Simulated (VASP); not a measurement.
# Ta (P6_3/mmc) in VASP: notebook, part 2 of 2

VASP 6.6.1. Earlier steps stand in the parts before.

## Step 3: Single point, PBEsol

This run uses another cell than the first one, of 21.64 Å³/atom.

Input file INCAR:

```
PREC = Accurate ; ENCUT = 520
EDIFF = 1E-6 ; ISMEAR = 0
SIGMA = 0.1 ; LREAL = F
LASPH = T ; NELM = 80
ALGO = Fast ; ISIF = 2
LWAVE = F ; LCHARG = F
GGA = PS ; NBANDS = 30
```

Input file KPOINTS:

```
Automatic mesh
0
Gamma
  12 12 10
```

Input file POSCAR:

```
Ta
1.0
    4.5492834584      0.0000000000      0.0000000000
   -2.2746417292      3.9397950440      0.0000000000
    0.0000000000      0.0000000000      4.8299026777
Ta
4
Direct
    0.0000000000      0.0000000000      0.2500000000
    0.0000000000      0.0000000000      0.7500000000
    0.3333333333      0.6666666667      0.7500000000
    0.6666666667      0.3333333333      0.2500000000
```

Potentials or basis: VASP PAW PBE potentials, release 64 (Ta_pv).

On the command line:

```console
> cat potpaw_PBE.64/Ta_pv/POTCAR > POTCAR
> mpirun -np 1 vasp_std > vasp.out
```

OUTCAR:

```text
PREC = Accurate
   ENCUT = 520
   EDIFF = 1E-6
   ISMEAR = 0
   LREAL = F
   LASPH = T
   NELM = 80
   ISIF = 2
   GGA = PS

 ion  position               nearest neighbor table
   1  0.000  0.000  0.250-   2 2.41   2 2.41   4 2.63   4 2.63   4 2.63   3 3.57   3 3.57   3 3.57
                             3 3.57   3 3.57   3 3.57
   2  0.000  0.000  0.750-   1 2.41   1 2.41   3 2.63   3 2.63   3 2.63   4 3.57   4 3.57   4 3.57
                             4 3.57   4 3.57   4 3.57
   3  0.333  0.667  0.750-   2 2.63   2 2.63   2 2.63   1 3.57   1 3.57   4 3.57   4 3.57   4 3.57
                             4 3.57   1 3.57   1 3.57   1 3.57   1 3.57   4 3.57   4 3.57
   4  0.667  0.333  0.250-   1 2.63   1 2.63   1 2.63   3 3.57   2 3.57   2 3.57   3 3.57   3 3.57
                             3 3.57   2 3.57   2 3.57   2 3.57   2 3.57   3 3.57   3 3.57

  LATTYP: Found a hexagonal cell.
 ALAT       =     4.5492834584
 C/A-ratio  =     1.0616842678

  Lattice vectors:

 A1 = (   4.5492834584,   0.0000000000,   0.0000000000)
 A2 = (  -2.2746417292,   3.9397950440,   0.0000000000)
 A3 = (   0.0000000000,   0.0000000000,   4.8299026777)

Analysis of symmetry for initial positions (statically):
=====================================================================
 Subroutine PRICEL returns:
 Original cell was already a primitive cell.

 Routine SETGRP: Setting up the symmetry group for a
 hexagonal supercell.

 Subroutine GETGRP returns: Found 24 space group operations
 (whereof 12 operations were pure point group operations)
 out of a pool of 24 trial point group operations.

The static configuration has the point symmetry D_3d.
 The point group associated with its full space group is D_6h.

Analysis of symmetry for dynamics (positions and initial velocities):
=====================================================================
 Subroutine PRICEL returns:
 Original cell was already a primitive cell.

 Routine SETGRP: Setting up the symmetry group for a
 hexagonal supercell.

 Subroutine GETGRP returns: Found 24 space group operations
 (whereof 12 operations were pure point group operations)
 out of a pool of 24 trial point group operations.

The dynamic configuration has the point symmetry D_3d.
 The point group associated with its full space group is D_6h.

 Subroutine INISYM returns: Found 24 space group operations
 (whereof 12 operations are pure point group operations),
 and found     1 'primitive' translations

----------------------------------------------------------------------------------------

                                     Primitive cell

  volume of cell :      86.5675

  direct lattice vectors                    reciprocal lattice vectors
     4.549283458  0.000000000  0.000000000     0.219814837  0.126910155  0.000000000
    -2.274641729  3.939795044  0.000000000     0.000000000  0.253820310  0.000000000
     0.000000000  0.000000000  4.829902678     0.000000000  0.000000000  0.207043509

  length of vectors
     4.549283458  4.549283458  4.829902678     0.253820310  0.253820310  0.207043509

  position of ions in fractional coordinates (direct lattice)
     0.000000000  0.000000000  0.250000000
     0.000000000  0.000000000  0.750000000
     0.333333333  0.666666667  0.750000000
     0.666666667  0.333333333  0.250000000

[... 35 lines left out ...]
  0.000000  0.000000  0.000000      1.000000
  0.083333  0.000000  0.000000      6.000000
  0.166667  0.000000  0.000000      6.000000
  0.250000  0.000000  0.000000      6.000000
  0.333333 -0.000000  0.000000      6.000000
  0.416667  0.000000  0.000000      6.000000
[... 16 lines left out ...]
  0.250000  0.000000  0.100000     12.000000
  0.333333 -0.000000  0.100000     12.000000
 [... further k-points ...]
   k-points           NKPTS =    114   k-points in BZ     NKDIM =    114   number of bands    NBANDS=     30
   number of dos      NEDOS =    301   number of ions     NIONS =      4
   total plane-waves  NPLWV =  46656
   dimension x,y,z NGX =    36 NGY =   36 NGZ =   36
   dimension x,y,z NGXF=    72 NGYF=   72 NGZF=   72
   ions per type =               4
   NGX,Y,Z   is equivalent  to a cutoff of  13.16, 13.16, 12.39 a.u.
   NGXF,Y,Z  is equivalent  to a cutoff of  26.31, 26.31, 24.78 a.u.
 SYSTEM =  unknown system
   PREC   = accura    normal or accurate (medium, high low for compatibility)
   ISTART =      0    job   : 0-new  1-cont  2-samecut
   ICHARG =      2    charge: 1-file 2-atom 10-const
   ISPIN  =      1    spin polarized calculation?
   LNONCOLLINEAR =      F non collinear calculations
   LSORBIT =      F    spin-orbit coupling
   LASPH  =      T    aspherical Exc in radial PAW
   ENCUT  =  520.0 eV  38.22 Ry    6.18 a.u.   8.46  8.46  8.98*2*pi/ulx,y,z
   NELM   =     80;   NELMIN=  2; NELMDL= -5     # of ELM steps
   EDIFF  = 0.1E-05   stopping-criterion for ELM
   LREAL  =      F    real-space projection
   EDIFFG = 0.1E-04   stopping-criterion for IOM
   NSW    =      0    number of steps for IOM
   IBRION =     -1    ionic relax: 0-MD 1-quasi-New 2-CG
   NFREE  =      0    steps in history (QN), initial steepest desc. (CG)
   ISIF   =      2    stress and relaxation
   ISYM   =      2    0-nonsym 1-usesym 2-fastsym
   POTIM  = 0.5000    time-step for ionic-motion
   TEBEG  =    0.0;   TEEND  =   0.0 temperature during run
   PSTRESS=    0.0 pullay stress
   NELECT =      44.0000    total number of electrons
   NUPDOWN=      -1.0000    fix difference up-down
   EMIN   =  10.00;   EMAX   =-10.00  energy-range for DOS
   EFERMI =   0.00;   METHOD = LEGACY
   ISMEAR =     0;   SIGMA  =   0.10  broadening in eV -4-tet -1-fermi 0-gaus
   EFERMI_NEDOS =   21; number of points for ismear=-14 and -15
   IALGO  =     68    algorithm
   IMIX   =      4    mixing-type and parameters
     AMIX     =   0.40;   BMIX     =  1.00
     AMIX_MAG =   1.60;   BMIX_MAG =  1.00
  volume/ion in A,a.u.               =      21.64       146.05
  Fermi-wavevector in a.u.,A,eV,Ry     =   1.306494  2.468915 23.224142  1.706926
  Thomas-Fermi vector in A             =   2.437292
   LORBIT       =      0    0 simple, 1 ext, 2 COOP (PROOUT), +10 PAW based schemes
   GGA     = PS    functional components
   LHFCALC =     F    Hartree Fock is set to
   AEXX    =    0.0000 exact exchange contribution
   IVDW    =     0    specifies the selected vdW correction
   LEPSILON=     F    determine dielectric tensor
   LRPA    =     F    only Hartree local field effects (RPA)
 non-spin polarized calculation
 RMM-DIIS sequential band-by-band and
 Gauss-broadening in eV      SIGMA  =   0.10
  energy-cutoff  :      520.00
  volume of cell :       86.57
 maximum number of plane-waves:      2382
 NGX is ok and might be reduce to    36
   NGX = 17   NGY = 17   NGZ = 17

 number of electron      43.9999997 magnetization

 Free energy of the ion-electron system (eV)
  ---------------------------------------------------
  ext. energy  EPLUGINS =         0.00000000
  ---------------------------------------------------
  free energy    TOTEN  =       -43.33068076 eV

  energy without entropy =      -43.29626419  energy(sigma->0) =      -43.31347248

 E-fermi :   3.9181     XC(G=0): -11.5837

 val. band max:        3.9178457787   @ k =   0.1667   0.1667   0.3000
 cond. band min:       3.9193564116   @ k =   0.3333   0.1667   0.3000
 fundamental gap:      0.0015106329
 Fermi energy:         3.9181218124

 k-point     1 :       0.0000    0.0000    0.0000
  band No.  band energies     occupation
      1     -31.2853      2.00000
      2     -30.6458      2.00000
      3     -30.6458      2.00000
      4     -30.6091      2.00000
      5     -30.5788      2.00000
      6     -30.5788      2.00000
[... 781 lines left out ...]
     29       7.8794      0.00000
     30       8.0243      0.00000

 [... further k-points ...]

------------------------ aborting loop because EDIFF is reached ----------------------------------------

  FORCE on cell =-STRESS in cart. coord.  units (eV):
  Direction    XX          YY          ZZ          XY          YZ          ZX
  --------------------------------------------------------------------------------------
  -------------------------------------------------------------------------------------
  Total        0.0741443      0.0741443      0.3160196      0.0000000      0.0000000      0.0000000
  in kB        1.3722510      1.3722510      5.8488381      0.0000000      0.0000000      0.0000000
  external PRESSURE =       2.8644467 kB  Pullay stress =       0.0000000 kB

 VOLUME and BASIS-vectors are now :
 -----------------------------------------------------------------------------
  energy-cutoff  :      520.00
  volume of cell :       86.57
      direct lattice vectors                 reciprocal lattice vectors
     4.549283458  0.000000000  0.000000000     0.219814837  0.126910155  0.000000000
    -2.274641729  3.939795044  0.000000000     0.000000000  0.253820310  0.000000000
     0.000000000  0.000000000  4.829902678     0.000000000  0.000000000  0.207043509

 POSITION                                       TOTAL-FORCE (eV/Angst)
 -----------------------------------------------------------------------------------
      0.00000      0.00000      1.20748        -0.000000      0.000000     -0.000000
      0.00000      0.00000      3.62243         0.000000     -0.000000     -0.000000
     -0.00000      2.62653      3.62243         0.000000      0.000000      0.000000
      2.27464      1.31327      1.20748        -0.000000      0.000000     -0.000000
 -----------------------------------------------------------------------------------
    total drift:                               -0.000000      0.000000     -0.000000

  FREE ENERGIE OF THE ION-ELECTRON SYSTEM (eV)
  ---------------------------------------------------
  free  energy   TOTEN  =       -43.3306807570 eV

  energy  without entropy=      -43.2962641948  energy(sigma->0) =      -43.31347248
```

OSZICAR:

```text
N       E                     dE             d eps       ncg     rms          rms(c)
DAV:   1     0.413303991094E+03    0.41330E+03   -0.24615E+04  6840   0.148E+03
DAV:   2    -0.287342986392E+02   -0.44204E+03   -0.43022E+03  7522   0.435E+02
DAV:   3    -0.457530172165E+02   -0.17019E+02   -0.16311E+02  8956   0.747E+01
DAV:   4    -0.460872831865E+02   -0.33427E+00   -0.33165E+00  8352   0.969E+00
DAV:   5    -0.460955910166E+02   -0.83078E-02   -0.83026E-02  8620   0.130E+00    0.259E+01
RMM:   6    -0.440945420195E+02    0.20010E+01   -0.10843E+01  8975   0.117E+01    0.144E+01
RMM:   7    -0.434348287800E+02    0.65971E+00   -0.18210E+00  7514   0.688E+00    0.787E+00
RMM:   8    -0.433215164070E+02    0.11331E+00   -0.81631E-01  8496   0.463E+00    0.696E-01
RMM:   9    -0.433315475188E+02   -0.10031E-01   -0.19818E-01  9811   0.179E+00    0.725E-01
RMM:  10    -0.433304952147E+02    0.10523E-02   -0.23308E-02  9223   0.757E-01    0.271E-01
RMM:  11    -0.433308298347E+02   -0.33462E-03   -0.61328E-03  9234   0.372E-01    0.168E-01
RMM:  12    -0.433306581009E+02    0.17173E-03   -0.16655E-03  9267   0.195E-01    0.336E-02
RMM:  13    -0.433306753779E+02   -0.17277E-04   -0.42672E-04  9689   0.915E-02    0.109E-02
RMM:  14    -0.433306802208E+02   -0.48429E-05   -0.60329E-05  9774   0.379E-02    0.541E-03
RMM:  15    -0.433306805838E+02   -0.36303E-06   -0.10323E-05  7868   0.156E-02    0.342E-03
RMM:  16    -0.433306807570E+02   -0.17317E-06   -0.16628E-06  5982   0.575E-03
   1 F= -.43330681E+02 E0= -.43313472E+02  d E =-.344166E-01
```

Wall time 2.1 min (1 thread of Intel Xeon 6975P-C (Granite Rapids), shared host); peak memory 0.35 GiB.

Results:

```
Free energy            : -43.3307 eV
Pressure               : 0.3 GPa
Band gap on the k mesh : zero (bands 22 and 23 overlap by 0.91 eV)
```

Levels at points of the mesh, in eV from the Fermi level:
```tsv
k point	band 18	band 19	band 20	band 21	band 22	band 23	band 24	band 25	band 26	band 27
(0.00, 0.00, 0.00)	-0.69	-0.69	-0.16	-0.16	-0.05	-0.05	1.27	1.27	1.38	1.57
(0.50, 0.00, 0.00)	-2.04	-1.28	-0.88	-0.85	-0.39	-0.07	0.08	2.41	2.45	2.57
(0.00, 0.00, 0.50)	-1.71	0.17	0.17	0.46	0.46	0.46	0.46	1.99	1.99	1.99
(0.50, 0.00, 0.50)	-1.68	-1.50	-1.50	-0.77	-0.77	0.40	0.40	1.97	1.97	3.17
```

Caveat: the PAW data sets were made with another functional, which shifts forces and pressure a little; spin-orbit coupling is left out, which moves the levels of the heavy elements.

## Step 4: Relaxation of cell and atoms, PBEsol

This run uses another cell than the first one, of 21.55 Å³/atom.

Input file INCAR:

```
PREC = Accurate ; ENCUT = 600
EDIFF = 1E-6 ; ISMEAR = 0
SIGMA = 0.1 ; LREAL = F
LASPH = T ; NELM = 80
ALGO = Fast ; ISIF = 3
LWAVE = F ; LCHARG = F
GGA = PS ; IBRION = 2
NSW = 100 ; EDIFFG = -0.01
```

KPOINTS is that of step 3.

Input file POSCAR:

```
Ta
1.0
    4.5588920511      0.0000000000      0.0000000000
   -2.2794460255      3.9481163293      0.0000000000
    0.0000000000      0.0000000000      4.7898350738
Ta
4
Direct
    0.0000000000      0.0000000000      0.2500000000
    0.0000000000      0.0000000000      0.7500000000
    0.3333333333      0.6666666667      0.7500000000
    0.6666666667      0.3333333333      0.2500000000
```

On the command line:

```console
> cat potpaw_PBE.64/Ta_pv/POTCAR > POTCAR
> mpirun -np 1 vasp_std > vasp.out
```

It took 7.8 min on 1 thread of Intel Xeon 6975P-C (Granite Rapids), shared host; peak memory 0.4 GiB.

It converged, with:

```
Free energy                           : -43.3318 eV
Relaxed volume                        : 21.69 Å³/atom
Relaxed cell                          : a = 4.550 Å, b = 4.550 Å, c = 4.840 Å, α = 90.00°, β = 90.00°, γ = 120.00°
Space group after relaxing (to 0.1 Å) : P6_3/mmc (No. 194)
Energy gained by relaxing             : 1.9 meV/atom
Ionic steps                           : 5
Pressure after relaxing               : 0.0 GPa
Band gap on the k mesh                : zero (bands 22 and 23 overlap by 0.91 eV)
```

Step by step:
```csv
step,energy change (eV),largest force (eV/Å),pressure (GPa),volume (Å³)
1,0.0000,0.0000,0.90,86.21
2,-0.0024,0.0000,-1.40,87.72
3,-0.0071,0.0000,-0.40,87.04
4,-0.0073,0.0000,0.32,86.55
5,-0.0077,0.0000,-0.01,86.77
```

Final structure:
```
Ta
1.0
     4.54968    0.00000    0.00000
    -2.27484    3.94014    0.00000
     0.00000    0.00000    4.84032
Ta
4
Direct
  0.00000 0.00000 0.25000
  0.00000 0.00000 0.75000
  0.33333 0.66667 0.75000
  0.66667 0.33333 0.25000
```

Levels at points of the mesh, in eV from the Fermi level:
```
           k point  band 19  band 20  band 21  band 22  band 23  band 24  band 25  band 26
(0.00, 0.00, 0.00)    -0.67    -0.15    -0.15    -0.05    -0.05     1.28     1.28     1.36
(0.50, 0.00, 0.00)    -1.26    -0.88    -0.85    -0.39    -0.06     0.07     2.40     2.45
(0.00, 0.00, 0.50)     0.16     0.16     0.47     0.47     0.47     0.47     1.99     1.99
(0.50, 0.00, 0.50)    -1.49    -1.49    -0.76    -0.76     0.39     0.39     1.96     1.96
```

Caveat: the PAW data sets were made with another functional, which shifts forces and pressure a little; spin-orbit coupling is left out, which moves the levels of the heavy elements.

## Step 5: The runs side by side

```tsv
task	cell	k mesh	cutoff (eV)	gap on the mesh (eV)	pressure (GPa)	relaxed volume (Å³/atom)
relaxation of cell and atoms	relaxed from a = 4.576, b = 4.576, c = 4.717 Å, angles 90.0, 90.0, 120.0°, 4 atoms	6 × 6 × 4	600	none	0.0	21.63
single point	a = 4.549, b = 4.549, c = 4.830 Å, angles 90.0, 90.0, 120.0°, 4 atoms	12 × 12 × 10	520	none	0.3	-
relaxation of cell and atoms	relaxed from a = 4.559, b = 4.559, c = 4.790 Å, angles 90.0, 90.0, 120.0°, 4 atoms	12 × 12 × 10	600	none	0.0	21.69
```

Alike in all rows: level PBEsol; potentials or basis VASP PAW PBE potentials, release 64 (Ta_pv); no spin polarisation; smearing gaussian 0.1 eV.

Caveats: the PAW data sets were made with another functional, which shifts forces and pressure a little; spin-orbit coupling is left out, which moves the levels of the heavy elements.

Absolute energies hang on the potentials; compare differences alone.
